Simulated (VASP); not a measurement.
Runs of VASP 6.6.1 on MoAs3. The structure is that of space group I4/mmm (No. 139), or close to it. The cells are those of the table. 

```tsv
task	cell	k mesh	cutoff (eV)	gap on the mesh (eV)	pressure (GPa)	relaxed volume (Å³/atom)
relaxation of cell and atoms	relaxed from a = 5.431 Å, angles 135.6, 135.6, 64.7°, 4 atoms	6 × 6 × 6	600	none	0.0	17.24
single point	a = 5.090 Å, angles 133.2, 133.2, 68.3°, 4 atoms	6 × 6 × 6	520	none	(a)	-
relaxation of cell and atoms	relaxed from a = 5.090 Å, angles 133.2, 133.2, 68.3°, 4 atoms	16 × 16 × 16	600	none	0.0	17.17
single point	a = 4.974 Å, angles 131.0, 131.0, 71.8°, 4 atoms	16 × 16 × 16	520	none	(b)	-
single point	a = 5.431 Å, angles 135.6, 135.6, 64.7°, 4 atoms	6 × 6 × 6	520	none	-10.3	-
```

Alike in all rows: level PBE; potentials or basis VASP PAW PBE potentials, release 64 (Mo_sv, As); no spin polarisation; smearing gaussian 0.1 eV.

**Question.** Fill in the values left out.

**Answer.** (a) 0.4; (b) 0.2.

Caveats: the cell stands under tension (at least some runs).

A k mesh can miss the band edges, and the runs leave out spin-orbit coupling on As, Mo.

A gap of «none» marks levels without a gap at the run's occupations.
